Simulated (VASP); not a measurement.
# Al5Cu (P-3m1) in VASP: further runs, part 2 of 2

VASP 6.6.1.

**6. Single point, PBE**

This run uses another cell than the first one, of 15.61 Å³/atom.

File INCAR:

```
SYSTEM = Al5Cu
PREC = Accurate
ENCUT = 520
EDIFF = 1E-7
ISMEAR = 0
SIGMA = 0.1
LREAL = .FALSE.
LASPH = .TRUE.
NELM = 80
ALGO = Fast
ISIF = 2
LWAVE = .FALSE.
LCHARG = .FALSE.
GGA = PE
NBANDS = 22
```

File KPOINTS:

```
Automatic mesh
0
G
  18 18 4
  0 0 0
```

File POSCAR:

```
Al5Cu
1.0
    2.8445971582      0.0000000000      0.0000000000
   -1.4222985791      2.4634934025      0.0000000000
    0.0000000000      0.0000000000     13.3656915117
Al Cu
5 1
Direct
    0.0000000000      0.0000000000      0.0000000000
    0.3333333333      0.6666666667      0.8251470392
    0.6666666667      0.3333333333      0.6507923358
    0.3333333333      0.6666666667      0.3492076642
    0.6666666667      0.3333333333      0.1748529608
    0.0000000000      0.0000000000      0.5000000000
```

Potentials or basis: VASP PAW PBE potentials, release 64 (Al, Cu).

Launch:

```
$ cat potpaw_PBE.64/Al/POTCAR potpaw_PBE.64/Cu/POTCAR > POTCAR
$ mpirun -np 1 vasp_std > vasp.out
```

OUTCAR:

```text
SYSTEM = Al5Cu
   PREC = Accurate
   ENCUT = 520
   EDIFF = 1E-7
   ISMEAR = 0
   LREAL = .FALSE.
   LASPH = .TRUE.
   NELM = 80
   ISIF = 2
   GGA = PE

 ion  position               nearest neighbor table
   1  0.000  0.000  0.000-   2 2.86   5 2.86   2 2.86   5 2.86   5 2.86   2 2.86
   2  0.333  0.667  0.825-   3 2.85   3 2.85   3 2.85   1 2.86   1 2.86   1 2.86
   3  0.667  0.333  0.651-   6 2.60   6 2.60   6 2.60   2 2.85   2 2.85   2 2.85
   4  0.333  0.667  0.349-   6 2.60   6 2.60   6 2.60   5 2.85   5 2.85   5 2.85
   5  0.667  0.333  0.175-   4 2.85   4 2.85   4 2.85   1 2.86   1 2.86   1 2.86
   6  0.000  0.000  0.500-   3 2.60   4 2.60   4 2.60   3 2.60   3 2.60   4 2.60

  LATTYP: Found a hexagonal cell.
 ALAT       =     2.8445971582
 C/A-ratio  =     4.6986236604

  Lattice vectors:

 A1 = (   2.8445971582,   0.0000000000,   0.0000000000)
 A2 = (  -1.4222985791,   2.4634934025,   0.0000000000)
 A3 = (   0.0000000000,   0.0000000000,  13.3656915117)

Analysis of symmetry for initial positions (statically):
=====================================================================
 Subroutine PRICEL returns:
 Original cell was already a primitive cell.

[... 183 lines left out ...]
 fundamental gap:      0.0232210379
 Fermi energy:         8.0479863305

 k-point     1 :       0.0000    0.0000    0.0000
  band No.  band energies     occupation
      1      -3.0323      2.00000
      2      -2.3260      2.00000
      3      -1.9672      2.00000
      4       0.1373      2.00000
      5       0.5741      2.00000
      6       3.5212      2.00000
[... 589 lines left out ...]
     21      12.3382      0.00000
     22      12.8571      0.00000

 [... further k-points ...]

------------------------ aborting loop because EDIFF is reached ----------------------------------------

  FORCE on cell =-STRESS in cart. coord.  units (eV):
  Direction    XX          YY          ZZ          XY          YZ          ZX
  --------------------------------------------------------------------------------------
  -------------------------------------------------------------------------------------
  Total        0.0260749      0.0260749      0.0495814     -0.0000000     -0.0000000      0.0000000
  in kB        0.4460356      0.4460356      0.8481372     -0.0000000     -0.0000000      0.0000000
  external PRESSURE =       0.5800695 kB  Pullay stress =       0.0000000 kB

 VOLUME and BASIS-vectors are now :
 -----------------------------------------------------------------------------
  energy-cutoff  :      520.00
  volume of cell :       93.66
      direct lattice vectors                 reciprocal lattice vectors
     2.844597158  0.000000000  0.000000000     0.351543626  0.202963807  0.000000000
    -1.422298579  2.463493403  0.000000000     0.000000000  0.405927614  0.000000000
     0.000000000  0.000000000 13.365691512     0.000000000  0.000000000  0.074818426

 POSITION                                       TOTAL-FORCE (eV/Angst)
 -----------------------------------------------------------------------------------
      0.00000      0.00000      0.00000        -0.000000      0.000000     -0.000000
     -0.00000      1.64233     11.02866         0.000000     -0.000000      0.000331
      1.42230      0.82116      8.69829        -0.000000      0.000000      0.020664
     -0.00000      1.64233      4.66740        -0.000000      0.000000     -0.020664
      1.42230      0.82116      2.33703        -0.000000      0.000000     -0.000331
      0.00000      0.00000      6.68285        -0.000000      0.000000     -0.000000
 -----------------------------------------------------------------------------------
    total drift:                               -0.000000     -0.000000     -0.000000

  FREE ENERGIE OF THE ION-ELECTRON SYSTEM (eV)
  ---------------------------------------------------
  free  energy   TOTEN  =       -22.6793719511 eV

  energy  without entropy=      -22.6661195822  energy(sigma->0) =      -22.67274577
```

OSZICAR:

```text
N       E                     dE             d eps       ncg     rms          rms(c)
DAV:   1     0.939557366068E+02    0.93956E+02   -0.97156E+03  6078   0.109E+03
DAV:   2    -0.187449297374E+02   -0.11270E+03   -0.10500E+03  6278   0.218E+02
DAV:   3    -0.256174887279E+02   -0.68726E+01   -0.64799E+01  8478   0.540E+01
DAV:   4    -0.258067382999E+02   -0.18925E+00   -0.18850E+00  7864   0.755E+00
[... 12 lines left out ...]
RMM:  17    -0.226793891507E+02   -0.20159E-04   -0.10306E-04  9028   0.721E-02    0.374E-02
RMM:  18    -0.226793718073E+02    0.17343E-04   -0.44121E-05  7857   0.677E-02    0.854E-03
RMM:  19    -0.226793717363E+02    0.70966E-07   -0.16259E-05  8495   0.216E-02    0.556E-03
RMM:  20    -0.226793719326E+02   -0.19626E-06   -0.24105E-06  7955   0.950E-03    0.626E-03
RMM:  21    -0.226793719511E+02   -0.18563E-07   -0.37321E-07  6185   0.621E-03
   1 F= -.22679372E+02 E0= -.22672746E+02  d E =-.132524E-01
```

Wall time 2.8 min (1 thread of Intel Xeon 6975P-C (Granite Rapids), shared host); peak memory 0.4 GiB.

What came out:

| Quantity | Value |
| --- | --- |
| Free energy | -22.6794 eV |
| Pressure | 0.1 GPa |
| Largest force | 0.021 eV/Å |
| Band gap on the k mesh | zero (bands 13 and 14 overlap by 4.11 eV) |

Forces on the atoms (eV/Å):
```
Al   0.000  0.000  0.000
Al   0.000  0.000  0.000
Al   0.000  0.000  0.021
Al   0.000  0.000 -0.021
Al   0.000  0.000  0.000
Cu   0.000  0.000  0.000
```

Levels at points of the mesh, in eV from the Fermi level:
```
           k point  band 11  band 12  band 13  band 14  band 15  band 16
(0.00, 0.00, 0.00)    -3.13    -2.63     1.69     2.58     8.38     9.17
(0.50, 0.00, 0.00)    -2.43    -2.42    -1.69    -0.95    -0.41     1.78
(0.00, 0.00, 0.50)    -3.13    -1.28    -0.26     4.95     5.74    11.08
(0.50, 0.00, 0.50)    -2.82    -2.60    -1.64    -0.16     0.11     0.72
```

**7. Relaxation of cell and atoms, PBE**

This run uses another cell than the first one, of 15.62 Å³/atom.

File INCAR:

```
PREC     = Accurate       # precision mode
ENCUT    = 600            # plane-wave cutoff, eV
EDIFF    = 1E-7           # SCF threshold, eV
ISMEAR   = 0              # smearing method
SIGMA    = 0.1            # smearing width, eV
LREAL    = F              # projectors in reciprocal space
LASPH    = T              # aspherical terms in the spheres
NELM     = 100            # most SCF steps
ALGO     = Fast           # electronic algorithm
ISIF     = 3              # what is computed and relaxed
LWAVE    = F              # write WAVECAR
LCHARG   = F              # write CHGCAR
GGA      = PE             # functional
IBRION   = 2              # ionic algorithm
NSW      = 100            # ionic steps
EDIFFG   = -0.01          # ionic threshold
```

File KPOINTS:

```
Automatic mesh
0
Gamma
  18 18 4
```

File POSCAR:

```
Al5Cu
1.0
    2.8223898444      0.0000000000      0.0000000000
   -1.4111949222      2.4442613046      0.0000000000
    0.0000000000      0.0000000000     13.5810467406
Al Cu
5 1
Direct
    0.0000000000      0.0000000000      0.0000000000
    0.3333333333      0.6666666667      0.8241178361
    0.6666666667      0.3333333333      0.6512238960
    0.3333333333      0.6666666667      0.3487761040
    0.6666666667      0.3333333333      0.1758821639
    0.0000000000      0.0000000000      0.5000000000
```

Launch:

```
$ cat potpaw_PBE.64/Al/POTCAR potpaw_PBE.64/Cu/POTCAR > POTCAR
$ mpirun -np 1 vasp_std > vasp.out
```

It took 22 min on 1 thread of Intel Xeon 6975P-C (Granite Rapids), shared host; peak memory 0.46 GiB.

The run converged. Its results:

| Item | Value |
| --- | --- |
| Free energy | -22.6799 eV |
| Relaxed volume | 15.62 Å³/atom |
| Relaxed cell | a = 2.845 Å, b = 2.845 Å, c = 13.375 Å, α = 90.00°, β = 90.00°, γ = 120.00° |
| Space group after relaxing (to 0.1 Å) | P-3m1 (No. 164) |
| Energy gained by relaxing | 45.1 meV/atom |
| Ionic steps | 13 |
| Pressure after relaxing | 0.0 GPa |
| Largest force after relaxing | 0.007 eV/Å |
| Band gap on the k mesh | zero (bands 13 and 14 overlap by 4.10 eV) |

Forces in eV/Å, atoms in the order of the input:
```
Al   0.000  0.000  0.000
Al   0.000  0.000  0.006
Al   0.000  0.000  0.007
Al   0.000  0.000 -0.007
Al   0.000  0.000 -0.006
Cu   0.000  0.000  0.000
```

Step by step:
```csv
step,energy change (eV),largest force (eV/Å),pressure (GPa),volume (Å³)
1,0.0000,0.0523,0.65,93.69
2,-0.2627,0.0636,-0.85,94.55
3,-0.2627,0.0636,-0.82,94.55
4,-0.2629,0.0623,-0.69,94.41
5,-0.2655,0.0492,-0.72,94.45
6,-0.2684,0.0177,-0.67,94.53
7,-0.2686,0.0258,-0.71,94.51
8,-0.2703,0.0224,-0.10,93.91
9,-0.2703,0.0216,-0.06,93.83
10,-0.2703,0.0206,0.07,93.66
11,-0.2704,0.0210,0.01,93.74
12,-0.2704,0.0171,0.03,93.74
13,-0.2704,0.0073,0.00,93.74
```

Final structure:
```yaml
crystal:
  lattice:
    - [2.84490, 0.00000, 0.00000]
    - [-1.42245, 2.46376, 0.00000]
    - [0.00000, 0.00000, 13.37452]
  atoms:
    - { symbol: Al, position: [0.00000, 0.00000, 0.00000] }
    - { symbol: Al, position: [0.33333, 0.66667, 0.82513] }
    - { symbol: Al, position: [0.66667, 0.33333, 0.65092] }
    - { symbol: Al, position: [0.33333, 0.66667, 0.34908] }
    - { symbol: Al, position: [0.66667, 0.33333, 0.17487] }
    - { symbol: Cu, position: [0.00000, 0.00000, 0.50000] }
```

Levels at points of the mesh, in eV from the Fermi level:
| k point | band 9 | band 10 | band 11 | band 12 | band 13 | band 14 | band 15 | band 16 | band 17 |
| --- | --- | --- | --- | --- | --- | --- | --- | --- | --- |
| (0.00, 0.00, 0.00) | -3.41 | -3.12 | -3.12 | -2.63 | 1.68 | 2.57 | 8.37 | 9.15 | 11.05 |
| (0.50, 0.00, 0.00) | -3.32 | -2.59 | -2.43 | -2.42 | -1.69 | -0.95 | -0.41 | 1.77 | 2.49 |
| (0.00, 0.00, 0.50) | -3.41 | -3.12 | -3.12 | -1.29 | -0.27 | 4.94 | 5.73 | 11.08 | 11.08 |
| (0.50, 0.00, 0.50) | -3.32 | -2.88 | -2.81 | -2.59 | -1.63 | -0.16 | 0.11 | 0.72 | 1.04 |

**8. The runs side by side**

```tsv
task	cell	k mesh	cutoff (eV)	gap on the mesh (eV)	pressure (GPa)	relaxed volume (Å³/atom)	largest force (eV/Å)
single point	a = 2.777, b = 2.777, c = 13.605 Å, angles 90.0, 90.0, 120.0°, 6 atoms, atomic positions A	6 × 6 × 2	520	none	3.2	-	0.84
single point	a = 2.822, b = 2.822, c = 13.581 Å, angles 90.0, 90.0, 120.0°, 6 atoms, atomic positions B	6 × 6 × 2	520	none	0.5	-	0.03
relaxation of cell and atoms	relaxed from a = 2.777, b = 2.777, c = 13.605 Å, angles 90.0, 90.0, 120.0°, 6 atoms, atomic positions A	6 × 6 × 2	600	none	0.1	15.64	0.02
single point	a = 2.845, b = 2.845, c = 13.366 Å, angles 90.0, 90.0, 120.0°, 6 atoms, atomic positions C	18 × 18 × 4	520	none	0.1	-	0.02
relaxation of cell and atoms	relaxed from a = 2.822, b = 2.822, c = 13.581 Å, angles 90.0, 90.0, 120.0°, 6 atoms, atomic positions B	18 × 18 × 4	600	none	0.0	15.62	0.01
```

Alike in all rows: level PBE; potentials or basis VASP PAW PBE potentials, release 64 (Al, Cu); no spin polarisation; smearing gaussian 0.1 eV.

Caveats: some runs use coarse meshes.

Absolute energies hang on the potentials; compare differences alone.
